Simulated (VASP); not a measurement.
KF: single point with r2SCAN

The system is KF.

```xyz
2
Lattice="0.0000 2.6735 2.7403 2.6735 0.0000 2.7403 2.6735 2.6735 0.0000" Properties=species:S:1:pos:R:3 pbc="T T T"
K     0.0000    0.0000    0.0000
F     2.6735    2.6735    2.7403
```

This cell differs from its parent crystal: strain +0.000 along x and y, +0.025 along z.

- Program: VASP 6.6.1
- Task: single point
- Functional: r2SCAN
- Potentials or basis: VASP PAW PBE potentials, release 64 (K_sv, F)
- Cutoff: 520 eV
- k mesh: 8 × 8 × 8
- Occupations: gaussian, width 0.05 eV
- Spin: no spin polarisation

```yaml
Pressure: -1.3 GPa
Band_gap_on_the_k_mesh: 6.68 eV, direct
```

Stress tensor (GPa, compression positive):
```
-0.91  0.00  0.00
 0.00 -0.91  0.00
 0.00  0.00 -2.11
```

Levels at points of the mesh, in eV from the valence-band top:
```tsv
k point	band 5	band 6	band 7	band 8	band 9	band 10	band 11	band 12
(0.00, 0.00, 0.00)	-9.71	-0.03	0.00	0.00	6.68	11.28	11.42	11.42
(0.50, 0.00, 0.00)	-9.73	-0.75	-0.33	-0.32	9.55	11.03	12.72	12.87
(0.50, 0.50, 0.00)	-9.89	-0.26	-0.05	-0.05	8.80	11.06	12.04	14.49
(0.50, 0.00, 0.50)	-9.90	-0.21	-0.09	-0.06	8.70	11.07	12.27	14.47
```

Run time: 2.1 min on 1 thread of Intel(R) Xeon(R) Platinum 8259CL CPU @ 2.50GHz (Skylake/Cascade Lake), on a shared host, peak memory 0.18 GiB.

Caveat: the cell differs from its parent crystal (strain +0.000 along x and y, +0.025 along z); the PAW data sets were made with another functional, which shifts forces and pressure a little. A k mesh can miss the band edges.
